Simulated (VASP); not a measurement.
# TiN (Fm-3m) in VASP: single point with PBE

Aim: the single point of TiN with PBE.

Everything below comes from runs of VASP 6.6.1. Logs are shortened: lines on timing, memory, paths and dates and some standing lists are left out, and cuts for length are marked.

### 1 The cell of the first run

It takes space group Fm-3m (No. 225, cubic). Conventional cell: a = 4.238 Å, b = 4.238 Å, c = 4.238 Å, α = 90.00°, β = 90.00°, γ = 90.00°. Ti (site symmetry m-3m) has 6 N at 2.12 Å within 2.8 Å. Within 2.8 Å of N (site symmetry m-3m) lie 6 Ti at 2.12 Å.

### 2 Single point, PBE

The input, INCAR:

```
ALGO = Normal
EDIFF = 1E-6
ENCUT = 600
GGA = PE
GGA_COMPAT = F
ISIF = 2
ISMEAR = 1
LASPH = T
LCHARG = T
LELF = T
LREAL = F
LVHAR = T
LWAVE = F
NBANDS = 16
NELM = 120
PREC = Accurate
SIGMA = 0.1
```

The input, KPOINTS:

```
k-points
0
Gamma
  12 12 12
```

The input, POSCAR:

```
TiN
1.0
    0.0000000000      2.1190000000      2.1190000000
    2.1190000000      0.0000000000      2.1190000000
    2.1190000000      2.1190000000      0.0000000000
Ti N
1 1
Direct
    0.0000000000      0.0000000000      0.0000000000
    0.5000000000      0.5000000000      0.5000000000
```

Potentials or basis: VASP PAW PBE potentials, release 64 (Ti_sv, N).

Launch:

```bash
$ cat potpaw_PBE.64/Ti_sv/POTCAR potpaw_PBE.64/N/POTCAR > POTCAR
$ mpirun -np 1 vasp_std > vasp.out
```

OUTCAR:

```text
EDIFF = 1E-6
   ENCUT = 600
   GGA = PE
   ISIF = 2
   ISMEAR = 1
   LASPH = T
   LREAL = F
   NELM = 120
   PREC = Accurate

 ion  position               nearest neighbor table
   1  0.000  0.000  0.000-   2 2.12   2 2.12   2 2.12   2 2.12   2 2.12   2 2.12
   2  0.500  0.500  0.500-   1 2.12   1 2.12   1 2.12   1 2.12   1 2.12   1 2.12

  LATTYP: Found a face centered cubic cell.
 ALAT       =     4.2380000000

  Lattice vectors:

 A1 = (   0.0000000000,   2.1190000000,   2.1190000000)
 A2 = (   2.1190000000,   0.0000000000,   2.1190000000)
 A3 = (   2.1190000000,   2.1190000000,   0.0000000000)

Analysis of symmetry for initial positions (statically):
=====================================================================
 Subroutine PRICEL returns:
 Original cell was already a primitive cell.

 Routine SETGRP: Setting up the symmetry group for a
 face centered cubic supercell.

 Subroutine GETGRP returns: Found 48 space group operations
 (whereof 48 operations were pure point group operations)
 out of a pool of 48 trial point group operations.

The static configuration has the point symmetry O_h .

Analysis of symmetry for dynamics (positions and initial velocities):
=====================================================================
 Subroutine PRICEL returns:
 Original cell was already a primitive cell.

 Routine SETGRP: Setting up the symmetry group for a
 face centered cubic supercell.

 Subroutine GETGRP returns: Found 48 space group operations
 (whereof 48 operations were pure point group operations)
 out of a pool of 48 trial point group operations.

The dynamic configuration has the point symmetry O_h .

 Subroutine INISYM returns: Found 48 space group operations
 (whereof 48 operations are pure point group operations),
 and found     1 'primitive' translations

----------------------------------------------------------------------------------------

                                     Primitive cell

  volume of cell :      19.0293

  direct lattice vectors                    reciprocal lattice vectors
     0.000000000  2.119000000  2.119000000    -0.235960359  0.235960359  0.235960359
     2.119000000  0.000000000  2.119000000     0.235960359 -0.235960359  0.235960359
     2.119000000  2.119000000  0.000000000     0.235960359  0.235960359 -0.235960359

  length of vectors
     2.996718539  2.996718539  2.996718539     0.408695330  0.408695330  0.408695330

  position of ions in fractional coordinates (direct lattice)
     0.000000000  0.000000000  0.000000000
     0.500000000  0.500000000  0.500000000

  ion indices of the primitive-cell ions
   primitive index   ion index
                 1           1
                 2           2

----------------------------------------------------------------------------------------

 KPOINTS: k-points

Automatic generation of k-mesh.
 Grid dimensions read from file:
 generate k-points for:   12   12   12

 Generating k-lattice:

  Cartesian coordinates                     Fractional coordinates (reciprocal lattice)
    -0.019663363  0.019663363  0.019663363     0.083333333  0.000000000  0.000000000
     0.019663363 -0.019663363  0.019663363     0.000000000  0.083333333  0.000000000
     0.019663363  0.019663363 -0.019663363     0.000000000  0.000000000  0.083333333

  Length of vectors
     0.034057944  0.034057944  0.034057944

  Shift w.r.t. Gamma in fractional coordinates (k-lattice)
     0.000000000  0.000000000  0.000000000

 Subroutine IBZKPT returns following result:
 ===========================================

 Found     72 irreducible k-points:

 Following reciprocal coordinates:
            Coordinates               Weight
  0.000000  0.000000  0.000000      1.000000
  0.083333  0.000000  0.000000      8.000000
  0.166667  0.000000  0.000000      8.000000
  0.250000  0.000000  0.000000      8.000000
  0.333333  0.000000  0.000000      8.000000
  0.416667  0.000000  0.000000      8.000000
[... 16 lines left out ...]
  0.500000  0.166667  0.000000     24.000000
 -0.416667  0.166667  0.000000     24.000000
 [... further k-points ...]
   k-points           NKPTS =     72   k-points in BZ     NKDIM =     72   number of bands    NBANDS=     16
   number of dos      NEDOS =    301   number of ions     NIONS =      2
   total plane-waves  NPLWV =  13824
   dimension x,y,z NGX =    24 NGY =   24 NGZ =   24
   dimension x,y,z NGXF=    48 NGYF=   48 NGZF=   48
   ions per type =               1   1
   NGX,Y,Z   is equivalent  to a cutoff of  13.31, 13.31, 13.31 a.u.
   NGXF,Y,Z  is equivalent  to a cutoff of  26.63, 26.63, 26.63 a.u.
 SYSTEM =  unknown system
   PREC   = accura    normal or accurate (medium, high low for compatibility)
   ISTART =      0    job   : 0-new  1-cont  2-samecut
   ICHARG =      2    charge: 1-file 2-atom 10-const
   ISPIN  =      1    spin polarized calculation?
   LNONCOLLINEAR =      F non collinear calculations
   LSORBIT =      F    spin-orbit coupling
   LASPH  =      T    aspherical Exc in radial PAW
   ENCUT  =  600.0 eV  44.10 Ry    6.64 a.u.   5.99  5.99  5.99*2*pi/ulx,y,z
   NELM   =    120;   NELMIN=  2; NELMDL= -5     # of ELM steps
   EDIFF  = 0.1E-05   stopping-criterion for ELM
   LREAL  =      F    real-space projection
   EDIFFG = 0.1E-04   stopping-criterion for IOM
   NSW    =      0    number of steps for IOM
   IBRION =     -1    ionic relax: 0-MD 1-quasi-New 2-CG
   NFREE  =      0    steps in history (QN), initial steepest desc. (CG)
   ISIF   =      2    stress and relaxation
   ISYM   =      2    0-nonsym 1-usesym 2-fastsym
   POTIM  = 0.5000    time-step for ionic-motion
   TEBEG  =    0.0;   TEEND  =   0.0 temperature during run
   PSTRESS=    0.0 pullay stress
   NELECT =      17.0000    total number of electrons
   NUPDOWN=      -1.0000    fix difference up-down
   EMIN   =  10.00;   EMAX   =-10.00  energy-range for DOS
   EFERMI =   0.00;   METHOD = LEGACY
   ISMEAR =     1;   SIGMA  =   0.10  broadening in eV -4-tet -1-fermi 0-gaus
   EFERMI_NEDOS =   21; number of points for ismear=-14 and -15
   IALGO  =     38    algorithm
   IMIX   =      4    mixing-type and parameters
     AMIX     =   0.40;   BMIX     =  1.00
     AMIX_MAG =   1.60;   BMIX_MAG =  1.00
  volume/ion in A,a.u.               =       9.51        64.21
  Fermi-wavevector in a.u.,A,eV,Ry     =   1.576704  2.979539 33.824024  2.485996
  Thomas-Fermi vector in A             =   2.677497
   LORBIT       =      0    0 simple, 1 ext, 2 COOP (PROOUT), +10 PAW based schemes
   GGA     = PE    functional components
   LHFCALC =     F    Hartree Fock is set to
   AEXX    =    0.0000 exact exchange contribution
   IVDW    =     0    specifies the selected vdW correction
   LEPSILON=     F    determine dielectric tensor
   LRPA    =     F    only Hartree local field effects (RPA)
 non-spin polarized calculation
 Methfessel and Paxton  Order N= 1 SIGMA  =   0.10
  energy-cutoff  :      600.00
  volume of cell :       19.03
 maximum number of plane-waves:       650
   NGX = 11   NGY = 11   NGZ = 11

 number of electron      17.0000001 magnetization

 Free energy of the ion-electron system (eV)
  ---------------------------------------------------
  ext. energy  EPLUGINS =         0.00000000
  ---------------------------------------------------
  free energy    TOTEN  =       -19.63827403 eV

  energy without entropy =      -19.63767055  energy(sigma->0) =      -19.63807287

 E-fermi :  11.4334     XC(G=0): -13.0351

 val. band max:       11.4243383917   @ k =   0.5000   0.2500   0.0833
 cond. band min:      11.4341982519   @ k =   0.1667   0.0000   0.0000
 fundamental gap:      0.0098598603
 Fermi energy:        11.4333503844

 k-point     1 :       0.0000    0.0000    0.0000
  band No.  band energies     occupation
      1     -46.3895      2.00000
      2     -22.3672      2.00000
      3     -22.3672      2.00000
      4     -22.3672      2.00000
      5      -5.6328      2.00000
      6       9.4390      2.00000
[... 8 lines left out ...]
     15      24.6648      0.00000
     16      31.2606      0.00000

 k-point     2 :       0.0833    0.0000    0.0000
  band No.  band energies     occupation
      1     -46.3830      2.00000
      2     -22.4129      2.00000
      3     -22.3710      2.00000
      4     -22.3710      2.00000
      5      -5.4976      2.00000
      6       8.7098      2.00000
[... 8 lines left out ...]
     15      24.7573      0.00000
     16      31.0711      0.00000

 k-point     3 :       0.1667    0.0000    0.0000
  band No.  band energies     occupation
      1     -46.3652      2.00000
      2     -22.5358      2.00000
      3     -22.3814      2.00000
      4     -22.3814      2.00000
      5      -5.1152      2.00000
      6       7.3586      2.00000
[... 8 lines left out ...]
     15      24.7345      0.00000
     16      30.3520      0.00000

 k-point     4 :       0.2500    0.0000    0.0000
  band No.  band energies     occupation
      1     -46.3408      2.00000
      2     -22.6999      2.00000
      3     -22.3955      2.00000
      4     -22.3955      2.00000
      5      -4.5523      2.00000
      6       5.9301      2.00000
[... 8 lines left out ...]
     15      24.4058      0.00000
     16      29.0527      0.00000

 k-point     5 :       0.3333    0.0000    0.0000
  band No.  band energies     occupation
      1     -46.3163      2.00000
      2     -22.8597      2.00000
      3     -22.4095      2.00000
      4     -22.4095      2.00000
      5      -3.9197      2.00000
      6       4.6569      2.00000
[... 8 lines left out ...]
     15      24.4444      0.00000
     16      27.6007      0.00000

 k-point     6 :       0.4167    0.0000    0.0000
  band No.  band energies     occupation
      1     -46.2983      2.00000
      2     -22.9743      2.00000
      3     -22.4197      2.00000
      4     -22.4197      2.00000
      5      -3.3850      2.00000
      6       3.7365      2.00000
[... 8 lines left out ...]
     15      24.9677      0.00000
     16      26.4799      0.00000

 k-point     7 :       0.5000    0.0000    0.0000
  band No.  band energies     occupation
      1     -46.2917      2.00000
      2     -23.0158      2.00000
      3     -22.4234      2.00000
      4     -22.4234      2.00000
      5      -3.1658      2.00000
      6       3.3895      2.00000
[... 8 lines left out ...]
     15      25.2654      0.00000
     16      26.0535      0.00000

 k-point     8 :       0.0833    0.0833    0.0000
  band No.  band energies     occupation
      1     -46.3809      2.00000
      2     -22.4102      2.00000
      3     -22.3811      2.00000
      4     -22.3811      2.00000
      5      -5.4569      2.00000
      6       8.1909      2.00000
[... 8 lines left out ...]
     15      24.8175      0.00000
     16      30.7135      0.00000

 k-point     9 :       0.1667    0.0833    0.0000
  band No.  band energies     occupation
      1     -46.3668      2.00000
      2     -22.5010      2.00000
      3     -22.3969      2.00000
      4     -22.3871      2.00000
      5      -5.1700      2.00000
      6       7.1946      2.00000
[... 8 lines left out ...]
     15      24.8938      0.00000
     16      30.0737      0.00000
[... 172 lines left out ...]
 k-point    19 :       0.1667    0.1667    0.0000
  band No.  band energies     occupation
      1     -46.3572      2.00000
      2     -22.5220      2.00000
      3     -22.4189      2.00000
      4     -22.4189      2.00000
      5      -5.0118      2.00000
      6       6.4905      2.00000
[... 8 lines left out ...]
     15      25.1525      0.00000
     16      29.7120      0.00000

 k-point    20 :       0.2500    0.1667    0.0000
  band No.  band energies     occupation
      1     -46.3389      2.00000
      2     -22.6243      2.00000
      3     -22.4416      2.00000
      4     -22.4355      2.00000
      5      -4.6755      2.00000
      6       5.7718      2.00000
[... 8 lines left out ...]
     15      25.0726      0.00000
     16      28.7301      0.00000

 k-point    21 :       0.3333    0.1667    0.0000
  band No.  band energies     occupation
      1     -46.3166      2.00000
      2     -22.7552      2.00000
      3     -22.4588      2.00000
      4     -22.4561      2.00000
      5      -4.2318      2.00000
      6       5.1262      2.00000
[... 8 lines left out ...]
     15      24.6083      0.00000
     16      27.3133      0.00000

 k-point    22 :       0.4167    0.1667    0.0000
  band No.  band energies     occupation
      1     -46.2965      2.00000
      2     -22.8699      2.00000
      3     -22.4849      2.00000
      4     -22.4660      2.00000
      5      -3.7826      2.00000
      6       4.5514      2.00000
[... 8 lines left out ...]
     15      24.4738      0.00000
     16      26.2024      0.00000

 k-point    23 :       0.5000    0.1667    0.0000
  band No.  band energies     occupation
      1     -46.2839      2.00000
      2     -22.9385      2.00000
      3     -22.5148      2.00000
      4     -22.4614      2.00000
      5      -3.4537      2.00000
      6       4.1137      2.00000
[... 8 lines left out ...]
     15      24.6779      0.00000
     16      25.5119      0.00000

 k-point    24 :      -0.4167    0.1667    0.0000
  band No.  band energies     occupation
      1     -46.2822      2.00000
      2     -22.9457      2.00000
      3     -22.5362      2.00000
      4     -22.4461      2.00000
      5      -3.3662      2.00000
      6       3.9821      2.00000
[... 8 lines left out ...]
     15      24.4794      0.00000
     16      25.5197      0.00000

 [... further k-points ...]

------------------------ aborting loop because EDIFF is reached ----------------------------------------

  FORCE on cell =-STRESS in cart. coord.  units (eV):
  Direction    XX          YY          ZZ          XY          YZ          ZX
  --------------------------------------------------------------------------------------
  -------------------------------------------------------------------------------------
  Total        0.2448611      0.2448611      0.2448611     -0.0000000     -0.0000000     -0.0000000
  in kB       20.6161512     20.6161512     20.6161512     -0.0000000     -0.0000000     -0.0000000
  external PRESSURE =      20.6161512 kB  Pullay stress =       0.0000000 kB

 VOLUME and BASIS-vectors are now :
 -----------------------------------------------------------------------------
  energy-cutoff  :      600.00
  volume of cell :       19.03
      direct lattice vectors                 reciprocal lattice vectors
     0.000000000  2.119000000  2.119000000    -0.235960359  0.235960359  0.235960359
     2.119000000  0.000000000  2.119000000     0.235960359 -0.235960359  0.235960359
     2.119000000  2.119000000  0.000000000     0.235960359  0.235960359 -0.235960359

 POSITION                                       TOTAL-FORCE (eV/Angst)
 -----------------------------------------------------------------------------------
      0.00000      0.00000      0.00000         0.000000      0.000000      0.000000
      2.11900      2.11900      2.11900         0.000000      0.000000      0.000000
 -----------------------------------------------------------------------------------
    total drift:                                0.000000     -0.000000     -0.000000

  FREE ENERGIE OF THE ION-ELECTRON SYSTEM (eV)
  ---------------------------------------------------
  free  energy   TOTEN  =       -19.6382740311 eV

  energy  without entropy=      -19.6376705508  energy(sigma->0) =      -19.63807287
```

Run time: 28 s. Hardware: 1 thread of AMD EPYC 7R43 (Zen 3), shared host; peak memory 0.12 GiB.

Results:

- Free energy: -19.6383 eV
- Pressure: 2.1 GPa
- Band gap on the k mesh: zero (an odd number of electrons rules out a gap without spin polarisation)
